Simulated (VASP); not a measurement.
# Ga2N (F-43m) in VASP: notebook, part 2 of 3

VASP 6.6.1.

## 3. Single point, PBE

This run uses another cell than the first one, of 15.91 Å³/atom, 0.993 times its volume.

INCAR

```
SYSTEM = Ga2N
ALGO = Normal ; EDIFF = 1E-7
ENCUT = 520 ; GGA = PE
ISIF = 2 ; ISMEAR = 0
LASPH = .True. ; LCHARG = .False.
LREAL = .False. ; LWAVE = .False.
NBANDS = 22 ; NELM = 80
PREC = Accurate ; SIGMA = 0.1
```

KPOINTS

```
k-points
0
Gamma
  6 6 6
  0 0 0
```

POSCAR

```
Ga2N
1.0
    0.0000000000      2.8792501963      2.8792501963
    2.8792501963      0.0000000000      2.8792501963
    2.8792501963      2.8792501963      0.0000000000
Ga N
2 1
Direct
    0.5000000000      0.5000000000      0.5000000000
    0.7500000000      0.7500000000      0.7500000000
    0.0000000000      0.0000000000      0.0000000000
```

Potentials or basis: VASP PAW PBE potentials, release 64 (Ga_d, N).

On the command line:

```console
$ cat potpaw_PBE.64/Ga_d/POTCAR potpaw_PBE.64/N/POTCAR > POTCAR
$ mpirun -np 1 vasp_std > vasp.out
```

OUTCAR:

```text
SYSTEM = Ga2N
   EDIFF = 1E-7
   ENCUT = 520
   GGA = PE
   ISIF = 2
   ISMEAR = 0
   LASPH = .True.
   LREAL = .False.
   NELM = 80
   PREC = Accurate

 ion  position               nearest neighbor table
   1  0.500  0.500  0.500-   2 2.49   2 2.49   2 2.49   2 2.49
   2  0.750  0.750  0.750-   1 2.49   1 2.49   1 2.49   1 2.49
   3  0.000  0.000  0.000-

  LATTYP: Found a face centered cubic cell.
 ALAT       =     5.7585003926

  Lattice vectors:

 A1 = (   0.0000000000,   2.8792501963,   2.8792501963)
 A2 = (   2.8792501963,   0.0000000000,   2.8792501963)
 A3 = (   2.8792501963,   2.8792501963,   0.0000000000)

Analysis of symmetry for initial positions (statically):
=====================================================================
 Subroutine PRICEL returns:
 Original cell was already a primitive cell.

 Routine SETGRP: Setting up the symmetry group for a
 face centered cubic supercell.

 Subroutine GETGRP returns: Found 24 space group operations
 (whereof 24 operations were pure point group operations)
 out of a pool of 48 trial point group operations.

The static configuration has the point symmetry T_d .

Analysis of symmetry for dynamics (positions and initial velocities):
=====================================================================
 Subroutine PRICEL returns:
 Original cell was already a primitive cell.

 Routine SETGRP: Setting up the symmetry group for a
 face centered cubic supercell.

 Subroutine GETGRP returns: Found 24 space group operations
 (whereof 24 operations were pure point group operations)
 out of a pool of 48 trial point group operations.

The dynamic configuration has the point symmetry T_d .

 Subroutine INISYM returns: Found 24 space group operations
 (whereof 24 operations are pure point group operations),
 and found     1 'primitive' translations

----------------------------------------------------------------------------------------

                                     Primitive cell

  volume of cell :      47.7384

  direct lattice vectors                    reciprocal lattice vectors
     0.000000000  2.879250196  2.879250196    -0.173656322  0.173656322  0.173656322
     2.879250196  0.000000000  2.879250196     0.173656322 -0.173656322  0.173656322
     2.879250196  2.879250196  0.000000000     0.173656322  0.173656322 -0.173656322

  length of vectors
     4.071874677  4.071874677  4.071874677     0.300781573  0.300781573  0.300781573

  position of ions in fractional coordinates (direct lattice)
     0.500000000  0.500000000  0.500000000
     0.750000000  0.750000000  0.750000000
     0.000000000  0.000000000  0.000000000

  ion indices of the primitive-cell ions
   primitive index   ion index
                 1           1
                 2           2
                 3           3

----------------------------------------------------------------------------------------

 KPOINTS: k-points

Automatic generation of k-mesh.
 Grid dimensions read from file:
 generate k-points for:    6    6    6

 Generating k-lattice:

  Cartesian coordinates                     Fractional coordinates (reciprocal lattice)
    -0.028942720  0.028942720  0.028942720     0.166666667  0.000000000  0.000000000
     0.028942720 -0.028942720  0.028942720     0.000000000  0.166666667  0.000000000
     0.028942720  0.028942720 -0.028942720     0.000000000  0.000000000  0.166666667

  Length of vectors
     0.050130262  0.050130262  0.050130262

  Shift w.r.t. Gamma in fractional coordinates (k-lattice)
     0.000000000  0.000000000  0.000000000

 Subroutine IBZKPT returns following result:
 ===========================================

 Found     16 irreducible k-points:

 Following reciprocal coordinates:
            Coordinates               Weight
  0.000000  0.000000  0.000000      1.000000
  0.166667  0.000000  0.000000      8.000000
  0.333333  0.000000  0.000000      8.000000
  0.500000  0.000000  0.000000      4.000000
  0.166667  0.166667  0.000000      6.000000
  0.333333  0.166667  0.000000     24.000000
[... 8 lines left out ...]
 -0.333333  0.333333  0.166667     24.000000
 -0.333333  0.500000  0.166667     12.000000
   k-points           NKPTS =     16   k-points in BZ     NKDIM =     16   number of bands    NBANDS=     22
   number of dos      NEDOS =    301   number of ions     NIONS =      3
   total plane-waves  NPLWV =  27000
   dimension x,y,z NGX =    30 NGY =   30 NGZ =   30
   dimension x,y,z NGXF=    60 NGYF=   60 NGZF=   60
   ions per type =               2   1
   NGX,Y,Z   is equivalent  to a cutoff of  12.25, 12.25, 12.25 a.u.
   NGXF,Y,Z  is equivalent  to a cutoff of  24.50, 24.50, 24.50 a.u.
 SYSTEM =  Ga2N
   PREC   = accura    normal or accurate (medium, high low for compatibility)
   ISTART =      0    job   : 0-new  1-cont  2-samecut
   ICHARG =      2    charge: 1-file 2-atom 10-const
   ISPIN  =      1    spin polarized calculation?
   LNONCOLLINEAR =      F non collinear calculations
   LSORBIT =      F    spin-orbit coupling
   LASPH  =      T    aspherical Exc in radial PAW
   ENCUT  =  520.0 eV  38.22 Ry    6.18 a.u.   7.57  7.57  7.57*2*pi/ulx,y,z
   NELM   =     80;   NELMIN=  2; NELMDL= -5     # of ELM steps
   EDIFF  = 0.1E-06   stopping-criterion for ELM
   LREAL  =      F    real-space projection
   EDIFFG = 0.1E-05   stopping-criterion for IOM
   NSW    =      0    number of steps for IOM
   IBRION =     -1    ionic relax: 0-MD 1-quasi-New 2-CG
   NFREE  =      0    steps in history (QN), initial steepest desc. (CG)
   ISIF   =      2    stress and relaxation
   ISYM   =      2    0-nonsym 1-usesym 2-fastsym
   POTIM  = 0.5000    time-step for ionic-motion
   TEBEG  =    0.0;   TEEND  =   0.0 temperature during run
   PSTRESS=    0.0 pullay stress
   NELECT =      31.0000    total number of electrons
   NUPDOWN=      -1.0000    fix difference up-down
   EMIN   =  10.00;   EMAX   =-10.00  energy-range for DOS
   EFERMI =   0.00;   METHOD = LEGACY
   ISMEAR =     0;   SIGMA  =   0.10  broadening in eV -4-tet -1-fermi 0-gaus
   EFERMI_NEDOS =   21; number of points for ismear=-14 and -15
   IALGO  =     38    algorithm
   IMIX   =      4    mixing-type and parameters
     AMIX     =   0.40;   BMIX     =  1.00
     AMIX_MAG =   1.60;   BMIX_MAG =  1.00
  volume/ion in A,a.u.               =      15.91       107.38
  Fermi-wavevector in a.u.,A,eV,Ry     =   1.417662  2.678992 27.344515  2.009765
  Thomas-Fermi vector in A             =   2.538869
   LORBIT       =      0    0 simple, 1 ext, 2 COOP (PROOUT), +10 PAW based schemes
   GGA     = PE    functional components
   LHFCALC =     F    Hartree Fock is set to
   AEXX    =    0.0000 exact exchange contribution
   IVDW    =     0    specifies the selected vdW correction
   LEPSILON=     F    determine dielectric tensor
   LRPA    =     F    only Hartree local field effects (RPA)
 non-spin polarized calculation
 Gauss-broadening in eV      SIGMA  =   0.10
  energy-cutoff  :      520.00
  volume of cell :       47.74
 maximum number of plane-waves:      1303
   NGX = 15   NGY = 15   NGZ = 15

 number of electron      30.9999983 magnetization

 Free energy of the ion-electron system (eV)
  ---------------------------------------------------
  ext. energy  EPLUGINS =         0.00000000
  ---------------------------------------------------
  free energy    TOTEN  =       -11.02528143 eV

  energy without entropy =      -11.01319804  energy(sigma->0) =      -11.01923973

 E-fermi :   4.4874     XC(G=0): -10.7349

 val. band max:        4.4760517448   @ k =  -0.1667   0.1667   0.0000
 cond. band min:       4.5234563233   @ k =   0.5000   0.3333   0.1667
 fundamental gap:      0.0474045785
 Fermi energy:         4.4873707048

 k-point     1 :       0.0000    0.0000    0.0000
  band No.  band energies     occupation
      1     -10.6043      2.00000
      2     -10.6043      2.00000
      3     -10.6043      2.00000
      4     -10.5492      2.00000
      5     -10.5492      2.00000
      6     -10.2050      2.00000
[... 14 lines left out ...]
     21      10.3589      0.00000
     22      10.3589      0.00000
[... 352 lines left out ...]
  band No.  band energies     occupation
      1     -10.7580      2.00000
      2     -10.6678      2.00000
      3     -10.5288      2.00000
      4     -10.4757      2.00000
      5     -10.3777      2.00000
      6     -10.3323      2.00000
[... 14 lines left out ...]
     21      13.5263      0.00000
     22      15.4608      0.00000

------------------------ aborting loop because EDIFF is reached ----------------------------------------

  FORCE on cell =-STRESS in cart. coord.  units (eV):
  Direction    XX          YY          ZZ          XY          YZ          ZX
  --------------------------------------------------------------------------------------
  -------------------------------------------------------------------------------------
  Total        0.0066786      0.0066786      0.0066786      0.0000000     -0.0000000      0.0000000
  in kB        0.2241436      0.2241436      0.2241436      0.0000000     -0.0000000      0.0000000
  external PRESSURE =       0.2241436 kB  Pullay stress =       0.0000000 kB

 VOLUME and BASIS-vectors are now :
 -----------------------------------------------------------------------------
  energy-cutoff  :      520.00
  volume of cell :       47.74
      direct lattice vectors                 reciprocal lattice vectors
     0.000000000  2.879250196  2.879250196    -0.173656322  0.173656322  0.173656322
     2.879250196  0.000000000  2.879250196     0.173656322 -0.173656322  0.173656322
     2.879250196  2.879250196  0.000000000     0.173656322  0.173656322 -0.173656322

 POSITION                                       TOTAL-FORCE (eV/Angst)
 -----------------------------------------------------------------------------------
      2.87925      2.87925      2.87925        -0.000000     -0.000000     -0.000000
      4.31888      4.31888      4.31888        -0.000000     -0.000000     -0.000000
      0.00000      0.00000      0.00000         0.000000      0.000000      0.000000
 -----------------------------------------------------------------------------------
    total drift:                                0.000000      0.000000      0.000000

  FREE ENERGIE OF THE ION-ELECTRON SYSTEM (eV)
  ---------------------------------------------------
  free  energy   TOTEN  =       -11.0252814291 eV

  energy  without entropy=      -11.0131980355  energy(sigma->0) =      -11.01923973
```

OSZICAR:

```text
N       E                     dE             d eps       ncg     rms          rms(c)
DAV:   1     0.185027608467E+03    0.18503E+03   -0.14744E+04   716   0.246E+03
DAV:   2     0.102647929830E+02   -0.17476E+03   -0.16539E+03   752   0.440E+02
DAV:   3    -0.114271400107E+02   -0.21692E+02   -0.20578E+02   844   0.117E+02
DAV:   4    -0.121785498601E+02   -0.75141E+00   -0.74501E+00   782   0.236E+01
DAV:   5    -0.121978034245E+02   -0.19254E-01   -0.19246E-01   840   0.337E+00    0.643E+00
DAV:   6    -0.117469491211E+02    0.45085E+00   -0.88123E+00  1218   0.321E+01    0.604E+00
DAV:   7    -0.110224177183E+02    0.72453E+00   -0.12274E+00   984   0.974E+00    0.141E+00
DAV:   8    -0.110351677393E+02   -0.12750E-01   -0.35868E-01   782   0.529E+00    0.828E-01
DAV:   9    -0.110253278808E+02    0.98399E-02   -0.18623E-02   926   0.248E+00    0.340E-01
DAV:  10    -0.110252338139E+02    0.94067E-04   -0.60156E-03   736   0.711E-01    0.826E-02
DAV:  11    -0.110252714593E+02   -0.37645E-04   -0.48999E-04   850   0.209E-01    0.142E-02
DAV:  12    -0.110252839028E+02   -0.12444E-04   -0.75409E-05   884   0.342E-01    0.203E-02
DAV:  13    -0.110252829931E+02    0.90970E-06   -0.98444E-06   816   0.700E-02    0.144E-02
DAV:  14    -0.110252811919E+02    0.18013E-05   -0.37017E-06   862   0.592E-02    0.145E-03
DAV:  15    -0.110252813441E+02   -0.15220E-06   -0.10381E-06  1102   0.159E-02    0.511E-04
DAV:  16    -0.110252814291E+02   -0.85010E-07   -0.67233E-08   414   0.967E-03
   1 F= -.11025281E+02 E0= -.11019240E+02  d E =-.120834E-01
```

Wall time 11 s (1 thread of Intel Xeon 6975P-C (Granite Rapids), shared host); peak memory 0.16 GiB.

Results:

```
Free energy : -11.0253 eV
Pressure    : 0.0 GPa
```

Levels at points of the mesh, in eV from the Fermi level:
| k point | band 11 | band 12 | band 13 | band 14 | band 15 | band 16 | band 17 | band 18 | band 19 | band 20 |
| --- | --- | --- | --- | --- | --- | --- | --- | --- | --- | --- |
| (0.00, 0.00, 0.00) | -14.10 | -6.92 | -1.72 | -1.72 | -1.72 | 2.55 | 2.55 | 2.55 | 4.02 | 5.87 |
| (0.50, 0.00, 0.00) | -13.05 | -8.21 | -3.26 | -2.08 | -2.08 | 0.34 | 1.41 | 1.41 | 5.03 | 8.23 |
| (0.50, 0.50, 0.00) | -12.74 | -6.98 | -5.28 | -3.59 | -3.59 | 0.54 | 3.31 | 3.31 | 4.02 | 7.74 |

(Continued in part 3 of 3.)
